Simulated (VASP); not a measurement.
Here is a VASP 6.6.1 calculation.

INCAR

```
PREC = Accurate
ENCUT = 1350
EDIFF = 1E-7
ISMEAR = 0
SIGMA = 0.01
LREAL = False
LASPH = True
NELM = 120
ALGO = Normal
ISIF = 3
LWAVE = False
LCHARG = False
GGA = PS
IBRION = 2
NSW = 100
EDIFFG = -0.002
PSTRESS = 40.0
GGA_COMPAT = False
NELMIN = 4
```

KPOINTS

```
regular mesh
0
Gamma
  6 6 6
```

The input POSCAR:

```
BaF2
1.0
    0.0000000000      3.0688948143      3.0688948143
    3.0688948143      0.0000000000      3.0688948143
    3.0688948143      3.0688948143      0.0000000000
Ba F
1 2
Direct
    0.0000000000      0.0000000000      0.0000000000
    0.2500000000      0.2500000000      0.2500000000
    0.7500000000      0.7500000000      0.7500000000
```

Potentials or basis: VASP PAW PBE potentials, release 64 (Ba_sv, F_h).

Command:

```console
$ cat potpaw_PBE.64/Ba_sv/POTCAR potpaw_PBE.64/F_h/POTCAR > POTCAR
$ mpirun -np 1 vasp_std > vasp.out
```

(1) Predict the space group after relaxing (to 0.1 Å).

(2) What does it give for the relaxed cell?

(3) Predict the relaxed volume.

Results:

(1) Fm-3m (No. 225).

(2) a = 4.286 Å, b = 4.286 Å, c = 4.286 Å, α = 60.00°, β = 60.00°, γ = 60.00°.

(3) 18.55 Å³/atom.

Caveat: the cell is relaxed towards a set pressure, so the run minimises the enthalpy, not the energy; the PAW data sets were made with another functional, which shifts forces and pressure a little.
